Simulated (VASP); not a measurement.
Here is a VASP 6.6.1 calculation.

File INCAR:

```
SYSTEM = NaH2
ALGO     = Normal         ! electronic algorithm
EDIFF    = 1E-6           ! SCF threshold, eV
ENCUT    = 520            ! plane-wave cutoff, eV
GGA      = PE             ! functional
ISIF     = 2              ! what is computed and relaxed
ISMEAR   = 0              ! smearing method
LASPH    = .True.         ! aspherical terms in the spheres
LCHARG   = .False.        ! write CHGCAR
LREAL    = .False.        ! projectors in reciprocal space
LWAVE    = .False.        ! write WAVECAR
NBANDS   = 18             ! bands
NELM     = 100            ! most SCF steps
PREC     = Accurate       ! precision mode
SIGMA    = 0.1            ! smearing width, eV
```

KPOINTS

```
k-points
0
Gamma
  8 8 8
  0 0 0
```

The input POSCAR:

```
NaH2
1.0
    3.2929522126     -3.6659301898      0.0000000000
    3.2929522126      3.6659301898      0.0000000000
    0.0000000000      0.0000000000      4.5945036214
Na H
2 4
Direct
    0.6870181991      0.3129818009      0.2500000000
    0.3129818009      0.6870181991      0.7500000000
    0.0826547982      0.0353491784      0.2500000000
    0.9646508216      0.9173452018      0.2500000000
    0.0353491784      0.0826547982      0.7500000000
    0.9173452018      0.9646508216      0.7500000000
```

Potentials or basis: VASP PAW PBE potentials, release 64 (Na_pv, H).

The run is started by

```bash
$ cat potpaw_PBE.64/Na_pv/POTCAR potpaw_PBE.64/H/POTCAR > POTCAR
$ mpirun -np 1 vasp_std > vasp.out
```

Q: Estimate the band gap on the k mesh.

A: Zero (bands 9 and 10 overlap by 1.51 eV).

Q: Predict the pressure.

A: -0.1 GPa.

Forces in eV/Å, atoms in the order of the input:
```
Na   0.000 -0.001  0.000
Na   0.000  0.001  0.000
H   -0.007  0.000  0.000
H    0.007  0.000  0.000
H   -0.007  0.000  0.000
H    0.007  0.000  0.000
```
